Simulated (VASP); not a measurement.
# AlGa3N4 (P-43m) in VASP: further runs, part 2 of 2

VASP 6.6.1. The steps go on from the part before.

## 3. Single point, LDA

This run uses another cell than the first one, of 10.41 Å³/atom, 1.044 times its volume.

INCAR

```
SYSTEM = AlGa3N4
PREC = Accurate
ENCUT = 520
EDIFF = 1E-6
ISMEAR = 0
SIGMA = 0.05
LREAL = .FALSE.
LASPH = .TRUE.
NELM = 60
ALGO = Normal
ISIF = 2
LWAVE = .FALSE.
LCHARG = .TRUE.
LELF = .TRUE.
LVHAR = .TRUE.
NBANDS = 41
```

KPOINTS

```
Automatic mesh
0
G
  6 6 6
  0 0 0
```

POSCAR

```
AlGa3N4
1.0
    4.3669703057      0.0000000000      0.0000000000
    0.0000000000      4.3669703057      0.0000000000
    0.0000000000      0.0000000000      4.3669703057
Al Ga N
1 3 4
Direct
    0.0000000000      0.0000000000      0.0000000000
    0.5000000000      0.5000000000      0.0000000000
    0.5000000000      0.0000000000      0.5000000000
    0.0000000000      0.5000000000      0.5000000000
    0.7548078379      0.7548078379      0.2451921621
    0.7548078379      0.2451921621      0.7548078379
    0.2451921621      0.7548078379      0.7548078379
    0.2451921621      0.2451921621      0.2451921621
```

Potentials or basis: VASP PAW LDA potentials, release 64 (Al, Ga_d, N).

Launch:

```
$ cat potpaw_LDA.64/Al/POTCAR potpaw_LDA.64/Ga_d/POTCAR potpaw_LDA.64/N/POTCAR > POTCAR
$ mpirun -np 1 vasp_std > vasp.out
```

OUTCAR:

```text
SYSTEM = AlGa3N4
   PREC = Accurate
   ENCUT = 520
   EDIFF = 1E-6
   ISMEAR = 0
   LREAL = .FALSE.
   LASPH = .TRUE.
   NELM = 60
   ISIF = 2

 ion  position               nearest neighbor table
   1  0.000  0.000  0.000-   5 1.85   6 1.85   7 1.85   8 1.85   3 3.09   4 3.09   2 3.09   3 3.09
                             4 3.09   2 3.09   4 3.09   4 3.09   2 3.09   3 3.09   3 3.09   2 3.09
   2  0.500  0.500  0.000-   5 1.90   6 1.90   7 1.90   8 1.90   1 3.09   1 3.09   1 3.09   1 3.09

   3  0.500  0.000  0.500-   5 1.90   6 1.90   7 1.90   8 1.90   1 3.09   1 3.09   1 3.09   1 3.09

   4  0.000  0.500  0.500-   5 1.90   6 1.90   7 1.90   8 1.90   1 3.09   1 3.09   1 3.09   1 3.09

   5  0.755  0.755  0.245-   1 1.85   2 1.90   3 1.90   4 1.90
   6  0.755  0.245  0.755-   1 1.85   2 1.90   3 1.90   4 1.90
   7  0.245  0.755  0.755-   1 1.85   2 1.90   3 1.90   4 1.90
   8  0.245  0.245  0.245-   1 1.85   2 1.90   3 1.90   4 1.90

  LATTYP: Found a simple cubic cell.
 ALAT       =     4.3669703057

  Lattice vectors:

 A1 = (   4.3669703057,   0.0000000000,   0.0000000000)
 A2 = (   0.0000000000,   4.3669703057,   0.0000000000)
[... 191 lines left out ...]
  band No.  band energies     occupation
      1     -10.1841      2.00000
      2      -8.7079      2.00000
      3      -8.7079      2.00000
      4      -8.7079      2.00000
      5      -7.3838      2.00000
      6      -7.3451      2.00000
[... 869 lines left out ...]
     40      16.1012      0.00000
     41      16.1012      0.00000

------------------------ aborting loop because EDIFF is reached ----------------------------------------

  FORCE on cell =-STRESS in cart. coord.  units (eV):
  Direction    XX          YY          ZZ          XY          YZ          ZX
  --------------------------------------------------------------------------------------
  -------------------------------------------------------------------------------------
  Total        5.3830953      5.3830953      5.3830953      0.0000000      0.0000000     -0.0000000
  in kB      103.5623591    103.5623591    103.5623591      0.0000000      0.0000000     -0.0000000
  external PRESSURE =     103.5623591 kB  Pullay stress =       0.0000000 kB

 VOLUME and BASIS-vectors are now :
 -----------------------------------------------------------------------------
  energy-cutoff  :      520.00
  volume of cell :       83.28
      direct lattice vectors                 reciprocal lattice vectors
     4.366970306  0.000000000  0.000000000     0.228991710  0.000000000  0.000000000
     0.000000000  4.366970306  0.000000000     0.000000000  0.228991710  0.000000000
     0.000000000  0.000000000  4.366970306     0.000000000  0.000000000  0.228991710

 POSITION                                       TOTAL-FORCE (eV/Angst)
 -----------------------------------------------------------------------------------
      0.00000      0.00000      0.00000        -0.000000      0.000000      0.000000
      2.18349      2.18349      0.00000        -0.000000      0.000000      0.000000
      2.18349      0.00000      2.18349        -0.000000     -0.000000      0.000000
      0.00000      2.18349      2.18349        -0.000000     -0.000000     -0.000000
      3.29622      3.29622      1.07075         0.027452      0.027452     -0.027452
      3.29622      1.07075      3.29622         0.027452     -0.027452      0.027452
      1.07075      3.29622      3.29622        -0.027452      0.027452      0.027452
      1.07075      1.07075      1.07075        -0.027452     -0.027452     -0.027452
 -----------------------------------------------------------------------------------
    total drift:                                0.000000      0.000000     -0.000000

  FREE ENERGIE OF THE ION-ELECTRON SYSTEM (eV)
  ---------------------------------------------------
  free  energy   TOTEN  =       -58.0775640480 eV

  energy  without entropy=      -58.0775640480  energy(sigma->0) =      -58.07756405
```

OSZICAR:

```text
N       E                     dE             d eps       ncg     rms          rms(c)
DAV:   1     0.629536513004E+03    0.62954E+03   -0.27916E+04  1955   0.260E+03
DAV:   2     0.473882189940E+02   -0.58215E+03   -0.54302E+03  1736   0.656E+02
DAV:   3    -0.604210131454E+02   -0.10781E+03   -0.10487E+03  1870   0.195E+02
DAV:   4    -0.672681088728E+02   -0.68471E+01   -0.67918E+01  2200   0.526E+01
DAV:   5    -0.674430453455E+02   -0.17494E+00   -0.17477E+00  2018   0.800E+00    0.163E+01
DAV:   6    -0.580310546941E+02    0.94120E+01   -0.26785E+01  3058   0.639E+01    0.469E+00
DAV:   7    -0.582096129548E+02   -0.17856E+00   -0.43582E+00  1924   0.106E+01    0.393E+00
DAV:   8    -0.581198632630E+02    0.89750E-01   -0.62911E-01  2549   0.817E+00    0.115E+00
DAV:   9    -0.580766419955E+02    0.43221E-01   -0.19029E-01  2669   0.571E+00    0.378E-01
DAV:  10    -0.580775813966E+02   -0.93940E-03   -0.14029E-02  1957   0.733E-01    0.147E-01
DAV:  11    -0.580775759325E+02    0.54641E-05   -0.17545E-03  2528   0.634E-01    0.350E-02
DAV:  12    -0.580775612075E+02    0.14725E-04   -0.29640E-04  2699   0.259E-01    0.156E-02
DAV:  13    -0.580775637529E+02   -0.25454E-05   -0.35393E-05  2176   0.415E-02    0.318E-03
DAV:  14    -0.580775640480E+02   -0.29508E-06   -0.42864E-06  1811   0.318E-02
   1 F= -.58077564E+02 E0= -.58077564E+02  d E =-.419662E-18
```

Wall time 21 s (1 thread of Intel Xeon 6975P-C (Granite Rapids), shared host); peak memory 0.18 GiB.

Results:

| Quantity | Value |
| --- | --- |
| Free energy | -58.0776 eV |
| Pressure | 10.4 GPa |
| Largest force | 0.048 eV/Å |
| Band gap on the k mesh | 2.86 eV, direct |

Forces in eV/Å, atoms in the order of the input:
```
Al   0.000  0.000  0.000
Ga   0.000  0.000  0.000
Ga   0.000  0.000  0.000
Ga   0.000  0.000  0.000
N    0.027  0.027 -0.027
N    0.027 -0.027  0.027
N   -0.027  0.027  0.027
N   -0.027 -0.027 -0.027
```

## 4. Single point, LDA

This run uses another cell than the first one, of 11.28 Å³/atom, 1.130 times its volume.

INCAR, as its differences from that of step 3:

```diff
@@ -8,3 +8,3 @@
 LASPH = .TRUE.
-NELM = 60
+NELM = 100
 ALGO = Normal
@@ -13,2 +13,3 @@
 LCHARG = .TRUE.
+GGA = CA
 LELF = .TRUE.
```

KPOINTS

```
regular mesh
0
G
  6 6 6
  0 0 0
```

POSCAR, as its differences from that of step 3:

```diff
@@ -2,5 +2,5 @@
 1.0
-    4.3669703057      0.0000000000      0.0000000000
-    0.0000000000      4.3669703057      0.0000000000
-    0.0000000000      0.0000000000      4.3669703057
+    4.4849870061      0.0000000000      0.0000000000
+    0.0000000000      4.4849870061      0.0000000000
+    0.0000000000      0.0000000000      4.4849870061
 Al Ga N
```

Launch:

```
$ cat potpaw_LDA.64/Al/POTCAR potpaw_LDA.64/Ga_d/POTCAR potpaw_LDA.64/N/POTCAR > POTCAR
$ mpirun -np 1 vasp_std > vasp.out
```

Run time: 32 s. Hardware: 1 thread of Intel Xeon 6975P-C (Granite Rapids), shared host; peak memory 0.2 GiB.

It converged, with:

```yaml
Free_energy: -58.1384 eV
Pressure: -6.4 GPa
Largest_force: 0.022 eV/Å
Band_gap_on_the_k_mesh: 2.29 eV, direct
```

Forces in eV/Å, atoms in the order of the input:
```
Al   0.000  0.000  0.000
Ga   0.000  0.000  0.000
Ga   0.000  0.000  0.000
Ga   0.000  0.000  0.000
N    0.013  0.013 -0.013
N    0.013 -0.013  0.013
N   -0.013  0.013  0.013
N   -0.013 -0.013 -0.013
```

Levels at points of the mesh, in eV from the valence-band top:
```
           k point  band 27  band 28  band 29  band 30  band 31  band 32  band 33  band 34  band 35  band 36
(0.00, 0.00, 0.00)    -2.44    -2.44     0.00     0.00     0.00     2.29     3.35     3.35     3.35     6.30
(0.50, 0.00, 0.00)    -2.82    -1.47    -1.47    -1.19    -1.19     4.82     4.90     6.12     6.12     7.49
(0.50, 0.50, 0.00)    -3.01    -0.98    -0.93    -0.93    -0.63     6.54     6.69     6.69     7.21     7.23
(0.50, 0.50, 0.50)    -0.75    -0.75    -0.69    -0.69    -0.69     4.82     4.82     4.82     6.10     8.83
```

As with any semilocal functional, this LDA gap is likely too small.

## 5. The runs side by side

| cell | gap on the mesh (eV) | pressure (GPa) | largest force (eV/Å) |
| --- | --- | --- | --- |
| a = 4.305 Å, 8 atoms | 3.17 | 21.8 | 0.07 |
| a = 4.367 Å, 8 atoms | 2.86 | 10.4 | 0.05 |
| a = 4.485 Å, 8 atoms | 2.29 | -6.4 | 0.02 |

Alike in all rows: task single point; level LDA; potentials or basis VASP PAW LDA potentials, release 64 (Al, Ga_d, N); no spin polarisation; k mesh 6 × 6 × 6; cutoff (eV) 520; smearing gaussian 0.05 eV.

Total energies depend on the potentials used, so only differences within one code and one set of settings carry meaning.
